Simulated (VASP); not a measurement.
# InSe (P3m1) in VASP: single point with PBEsol

Aim: the single point of InSe with PBEsol.

Program: VASP 6.6.1. These are calculated values, not measurements. Logs are shortened: lines on timing, memory, paths and dates and some standing lists are left out, and cuts for length are marked.

### 1 The cell of the first run

The structure is trigonal, space group P3m1 (No. 156). Conventional cell: a = 4.000 Å, b = 4.000 Å, c = 25.200 Å, α = 90.00°, β = 90.00°, γ = 120.00°. In (site symmetry 3m) has 3 Se at 2.64 Å and 1 In at 2.80 Å within 3.5 Å. Within 3.5 Å of In (site symmetry 3m) lie 3 Se at 2.64 Å and 1 In at 2.80 Å. In (site symmetry 3m) has 3 Se at 2.64 Å and 1 In at 2.80 Å within 3.5 Å. Within 3.5 Å of In (site symmetry 3m) lie 3 Se at 2.64 Å and 1 In at 2.80 Å. In (site symmetry 3m) has 3 Se at 2.64 Å and 1 In at 2.80 Å within 3.5 Å. Within 3.5 Å of In (site symmetry 3m) lie 3 Se at 2.64 Å and 1 In at 2.80 Å. Se (site symmetry 3m) has 3 In at 2.64 Å within 3.5 Å. Within 3.5 Å of Se (site symmetry 3m) lie 3 In at 2.64 Å.

### 2 Single point, PBEsol (the distance across one plane changed)

Contents of INCAR:

```
PREC = Accurate ; ENCUT = 500
EDIFF = 1E-6 ; ISMEAR = 0
SIGMA = 0.03 ; LREAL = F
LASPH = T ; NELM = 120
ALGO = Normal ; ISIF = 2
LWAVE = F ; LCHARG = F
GGA = PS ; NBANDS = 69
GGA_COMPAT = F
```

Contents of KPOINTS:

```
Automatic mesh
0
Gamma
  10 10 2
```

Contents of POSCAR:

```
InSe
1.0
   -1.9999996503     -3.4641010095      0.0000000000
    1.9999996503     -3.4641010095      0.0000000000
    0.0000000000      0.0000000000     25.2000100000
In Se
6 6
Direct
    0.0000000000      0.0000000000      0.7695391896
    0.3333333333      0.3333333333      0.1094862769
    0.6666666667      0.6666666667      0.4395127332
    1.0000000000      1.0000000000      0.8806260948
    0.3333333333      0.3333333333      0.2205731821
    0.6666666667      0.6666666667      0.5505996384
    1.0000000000      1.0000000000      0.3888536722
    0.3333333333      0.3333333333      0.7188801285
    0.6666666667      0.6666666667      0.0588272158
    1.0000000000      1.0000000000      0.6012256968
    0.3333333333      0.3333333333      0.9312521532
    0.6666666667      0.6666666667      0.2711992405
```

Potentials or basis: VASP PAW PBE potentials, release 64 (In_d, Se).

Run with:

```
cat potpaw_PBE.64/In_d/POTCAR potpaw_PBE.64/Se/POTCAR > POTCAR
mpirun -np 1 vasp_std > vasp.out
```

OUTCAR:

```text
PREC = Accurate
   ENCUT = 500
   EDIFF = 1E-6
   ISMEAR = 0
   LREAL = F
   LASPH = T
   NELM = 120
   ISIF = 2
   GGA = PS

 ion  position               nearest neighbor table
   1  0.000  0.000  0.770-   8 2.64   8 2.64   8 2.64   4 2.80
   2  0.333  0.333  0.109-   9 2.64   9 2.64   9 2.64   5 2.80
   3  0.667  0.667  0.440-   7 2.64   7 2.64   7 2.64   6 2.80
   4  0.000  0.000  0.881-  11 2.64  11 2.64  11 2.64   1 2.80
   5  0.333  0.333  0.221-  12 2.64  12 2.64  12 2.64   2 2.80
   6  0.667  0.667  0.551-  10 2.64  10 2.64  10 2.64   3 2.80
   7  0.000  0.000  0.389-   3 2.64   3 2.64   3 2.64
   8  0.333  0.333  0.719-   1 2.64   1 2.64   1 2.64
   9  0.667  0.667  0.059-   2 2.64   2 2.64   2 2.64
  10  0.000  0.000  0.601-   6 2.64   6 2.64   6 2.64
  11  0.333  0.333  0.931-   4 2.64   4 2.64   4 2.64
  12  0.667  0.667  0.271-   5 2.64   5 2.64   5 2.64

  LATTYP: Found a hexagonal cell.
 ALAT       =     3.9999993007
 C/A-ratio  =     6.3000036015

  Lattice vectors:

 A1 = (  -1.9999996503,   3.4641010095,   0.0000000000)
 A2 = (  -1.9999996503,  -3.4641010095,   0.0000000000)
 A3 = (   0.0000000000,   0.0000000000,  25.2000100000)

Analysis of symmetry for initial positions (statically):
=====================================================================
 Subroutine PRICEL returns:
 Original cell was already a primitive cell.

 Routine SETGRP: Setting up the symmetry group for a
 hexagonal supercell.

 Subroutine GETGRP returns: Found  6 space group operations
 (whereof  6 operations were pure point group operations)
 out of a pool of 24 trial point group operations.

The static configuration has the point symmetry C_3v.

Analysis of symmetry for dynamics (positions and initial velocities):
=====================================================================
 Subroutine PRICEL returns:
 Original cell was already a primitive cell.

 Routine SETGRP: Setting up the symmetry group for a
 hexagonal supercell.

 Subroutine GETGRP returns: Found  6 space group operations
 (whereof  6 operations were pure point group operations)
 out of a pool of 24 trial point group operations.

The dynamic configuration has the point symmetry C_3v.

 Subroutine INISYM returns: Found  6 space group operations
 (whereof  6 operations are pure point group operations),
 and found     1 'primitive' translations

----------------------------------------------------------------------------------------

                                     Primitive cell

  volume of cell :     349.1815

  direct lattice vectors                    reciprocal lattice vectors
    -1.999999650 -3.464101010  0.000000000    -0.250000044 -0.144337593  0.000000000
     1.999999650 -3.464101010  0.000000000     0.250000044 -0.144337593  0.000000000
     0.000000000  0.000000000 25.200010000     0.000000000  0.000000000  0.039682524

  length of vectors
     3.999999301  3.999999301 25.200010000     0.288675185  0.288675185  0.039682524

  position of ions in fractional coordinates (direct lattice)
     0.000000000  0.000000000  0.769539190
     0.333333333  0.333333333  0.109486277
     0.666666667  0.666666667  0.439512733
     0.000000000  0.000000000  0.880626095
     0.333333333  0.333333333  0.220573182
     0.666666667  0.666666667  0.550599638
     0.000000000  0.000000000  0.388853672
     0.333333333  0.333333333  0.718880128
     0.666666667  0.666666667  0.058827216
     0.000000000  0.000000000  0.601225697
     0.333333333  0.333333333  0.931252153
     0.666666667  0.666666667  0.271199241

  ion indices of the primitive-cell ions
   primitive index   ion index
                 1           1
                 2           2
                 3           3
                 4           4
                 5           5
                 6           6
                 7           7
                 8           8
                 9           9
                10          10
                11          11
                12          12

----------------------------------------------------------------------------------------

 KPOINTS: Automatic mesh

Automatic generation of k-mesh.
 Grid dimensions read from file:
 generate k-points for:   10   10    2

 Generating k-lattice:

  Cartesian coordinates                     Fractional coordinates (reciprocal lattice)
    -0.025000004 -0.014433759  0.000000000     0.100000000  0.000000000  0.000000000
     0.025000004 -0.014433759  0.000000000     0.000000000  0.100000000  0.000000000
     0.000000000  0.000000000  0.019841262     0.000000000  0.000000000  0.500000000

  Length of vectors
     0.028867519  0.028867519  0.019841262

  Shift w.r.t. Gamma in fractional coordinates (k-lattice)
     0.000000000  0.000000000  0.000000000

 Subroutine IBZKPT returns following result:
 ===========================================

 Found     28 irreducible k-points:

 Following reciprocal coordinates:
            Coordinates               Weight
  0.000000  0.000000  0.000000      1.000000
  0.100000  0.000000  0.000000      6.000000
  0.200000  0.000000  0.000000      6.000000
  0.300000  0.000000  0.000000      6.000000
  0.400000  0.000000  0.000000      6.000000
  0.500000  0.000000  0.000000      3.000000
[... 16 lines left out ...]
  0.400000  0.100000  0.500000     12.000000
  0.500000  0.100000  0.500000     12.000000
 [... further k-points ...]
   k-points           NKPTS =     28   k-points in BZ     NKDIM =     28   number of bands    NBANDS=     69
   number of dos      NEDOS =    301   number of ions     NIONS =     12
   total plane-waves  NPLWV = 172800
   dimension x,y,z NGX =    30 NGY =   30 NGZ =  192
   dimension x,y,z NGXF=    60 NGYF=   60 NGZF=  384
   ions per type =               6   6
   NGX,Y,Z   is equivalent  to a cutoff of  12.47, 12.47, 12.67 a.u.
   NGXF,Y,Z  is equivalent  to a cutoff of  24.94, 24.94, 25.33 a.u.
 SYSTEM =  unknown system
   PREC   = accura    normal or accurate (medium, high low for compatibility)
   ISTART =      0    job   : 0-new  1-cont  2-samecut
   ICHARG =      2    charge: 1-file 2-atom 10-const
   ISPIN  =      1    spin polarized calculation?
   LNONCOLLINEAR =      F non collinear calculations
   LSORBIT =      F    spin-orbit coupling
   LASPH  =      T    aspherical Exc in radial PAW
   ENCUT  =  500.0 eV  36.75 Ry    6.06 a.u.   7.29  7.29 45.95*2*pi/ulx,y,z
   NELM   =    120;   NELMIN=  2; NELMDL= -5     # of ELM steps
   EDIFF  = 0.1E-05   stopping-criterion for ELM
   LREAL  =      F    real-space projection
   EDIFFG = 0.1E-04   stopping-criterion for IOM
   NSW    =      0    number of steps for IOM
   IBRION =     -1    ionic relax: 0-MD 1-quasi-New 2-CG
   NFREE  =      0    steps in history (QN), initial steepest desc. (CG)
   ISIF   =      2    stress and relaxation
   ISYM   =      2    0-nonsym 1-usesym 2-fastsym
   POTIM  = 0.5000    time-step for ionic-motion
   TEBEG  =    0.0;   TEEND  =   0.0 temperature during run
   PSTRESS=    0.0 pullay stress
   NELECT =     114.0000    total number of electrons
   NUPDOWN=      -1.0000    fix difference up-down
   EMIN   =  10.00;   EMAX   =-10.00  energy-range for DOS
   EFERMI =   0.00;   METHOD = LEGACY
   ISMEAR =     0;   SIGMA  =   0.03  broadening in eV -4-tet -1-fermi 0-gaus
   EFERMI_NEDOS =   21; number of points for ismear=-14 and -15
   IALGO  =     38    algorithm
   IMIX   =      4    mixing-type and parameters
     AMIX     =   0.40;   BMIX     =  1.00
     AMIX_MAG =   1.60;   BMIX_MAG =  1.00
  volume/ion in A,a.u.               =      29.10       196.37
  Fermi-wavevector in a.u.,A,eV,Ry     =   1.127265  2.130222 17.289285  1.270727
  Thomas-Fermi vector in A             =   2.263950
   LORBIT       =      0    0 simple, 1 ext, 2 COOP (PROOUT), +10 PAW based schemes
   GGA     = PS    functional components
   LHFCALC =     F    Hartree Fock is set to
   AEXX    =    0.0000 exact exchange contribution
   IVDW    =     0    specifies the selected vdW correction
   LEPSILON=     F    determine dielectric tensor
   LRPA    =     F    only Hartree local field effects (RPA)
 non-spin polarized calculation
 Gauss-broadening in eV      SIGMA  =   0.03
  energy-cutoff  :      500.00
  volume of cell :      349.18
 maximum number of plane-waves:      8941
 NGX is ok and might be reduce to    30
   NGX = 15   NGY = 15   NGZ = 91

 number of electron     113.9999975 magnetization

 Free energy of the ion-electron system (eV)
  ---------------------------------------------------
  ext. energy  EPLUGINS =         0.00000000
  ---------------------------------------------------
  free energy    TOTEN  =       -46.78348456 eV

  energy without entropy =      -46.78348456  energy(sigma->0) =      -46.78348456

 E-fermi :   4.1770     XC(G=0):  -9.1240

 val. band max:        4.0158967745   @ k =   0.0000   0.0000   0.5000
 cond. band min:       4.3562251750   @ k =   0.0000   0.0000   0.5000
 fundamental gap:      0.3403284004
 Fermi energy:         4.1770133286

 k-point     1 :       0.0000    0.0000    0.0000
  band No.  band energies     occupation
      1     -10.7229      2.00000
      2     -10.7206      2.00000
      3     -10.7167      2.00000
      4     -10.5380      2.00000
      5     -10.5380      2.00000
      6     -10.5361      2.00000
[... 61 lines left out ...]
     68       8.3544      0.00000
     69       8.3544      0.00000

 k-point     2 :       0.1000    0.0000    0.0000
  band No.  band energies     occupation
      1     -10.7247      2.00000
      2     -10.7223      2.00000
      3     -10.7185      2.00000
      4     -10.5798      2.00000
      5     -10.5748      2.00000
      6     -10.5714      2.00000
[... 1573 lines left out ...]
     68       8.2019      0.00000
     69       8.2154      0.00000

 k-point    24 :       0.5000    0.1000    0.5000
  band No.  band energies     occupation
      1     -10.8801      2.00000
      2     -10.8738      2.00000
      3     -10.8698      2.00000
      4     -10.7835      2.00000
      5     -10.7777      2.00000
      6     -10.7724      2.00000
[... 61 lines left out ...]
     68       7.9621      0.00000
     69       8.1708      0.00000

 [... further k-points ...]

------------------------ aborting loop because EDIFF is reached ----------------------------------------

  FORCE on cell =-STRESS in cart. coord.  units (eV):
  Direction    XX          YY          ZZ          XY          YZ          ZX
  --------------------------------------------------------------------------------------
  -------------------------------------------------------------------------------------
  Total        0.9482000      0.9482000     -0.3323058      0.0000000     -0.0000000      0.0000000
  in kB        4.3507021      4.3507021     -1.5247454      0.0000000     -0.0000000      0.0000000
  external PRESSURE =       2.3922196 kB  Pullay stress =       0.0000000 kB

 VOLUME and BASIS-vectors are now :
 -----------------------------------------------------------------------------
  energy-cutoff  :      500.00
  volume of cell :      349.18
      direct lattice vectors                 reciprocal lattice vectors
    -1.999999650 -3.464101010  0.000000000    -0.250000044 -0.144337593  0.000000000
     1.999999650 -3.464101010  0.000000000     0.250000044 -0.144337593  0.000000000
     0.000000000  0.000000000 25.200010000     0.000000000  0.000000000  0.039682524

 POSITION                                       TOTAL-FORCE (eV/Angst)
 -----------------------------------------------------------------------------------
      0.00000      0.00000     19.39240         0.000000      0.000000      0.178333
      0.00000     -2.30940      2.75906         0.000000     -0.000000      0.160787
      0.00000     -4.61880     11.07573        -0.000000      0.000000      0.175925
      0.00000      0.00000     22.19179         0.000000     -0.000000     -0.163361
      0.00000     -2.30940      5.55845         0.000000      0.000000     -0.178663
      0.00000     -4.61880     13.87512         0.000000     -0.000000     -0.175474
      0.00000      0.00000      9.79912         0.000000      0.000000     -0.029246
      0.00000     -2.30940     18.11579        -0.000000      0.000000     -0.029896
      0.00000     -4.61880      1.48245         0.000000     -0.000000     -0.064774
      0.00000      0.00000     15.15089         0.000000     -0.000000      0.028780
      0.00000     -2.30940     23.46756         0.000000     -0.000000      0.068045
      0.00000     -4.61880      6.83422        -0.000000     -0.000000      0.029544
 -----------------------------------------------------------------------------------
    total drift:                                0.000000      0.000000     -0.000101

  FREE ENERGIE OF THE ION-ELECTRON SYSTEM (eV)
  ---------------------------------------------------
  free  energy   TOTEN  =       -46.7834845562 eV

  energy  without entropy=      -46.7834845562  energy(sigma->0) =      -46.78348456
```

Wall time 9.1 min (1 thread of Intel Xeon 6975P-C (Granite Rapids), shared host); peak memory 0.7 GiB.

Results:

- Free energy: -46.7835 eV
- Pressure: 0.2 GPa
- Largest force: 0.179 eV/Å
- Band gap on the k mesh: 0.34 eV

Forces in eV/Å, atoms in the order of the input:
```
In   0.000  0.000  0.178
In   0.000  0.000  0.161
In   0.000  0.000  0.176
In   0.000  0.000 -0.163
In   0.000  0.000 -0.179
In   0.000  0.000 -0.175
Se   0.000  0.000 -0.029
Se   0.000  0.000 -0.030
Se   0.000  0.000 -0.065
Se   0.000  0.000  0.029
Se   0.000  0.000  0.068
Se   0.000  0.000  0.030
```

Stress tensor (GPa, compression positive):
```
 0.44  0.00  0.00
 0.00  0.44  0.00
 0.00  0.00 -0.15
```

Caveat: the cell differs from its parent crystal (the distance across one plane changed); semilocal functionals underestimate gaps, and a narrow one can read as zero; the PAW data sets were made with another functional, which shifts forces and pressure a little; spin-orbit coupling is left out, which moves the levels of the heavy elements; this functional lacks dispersion, which binds layers or chains, so the pressure and a relaxed spacing across them are unreliable.
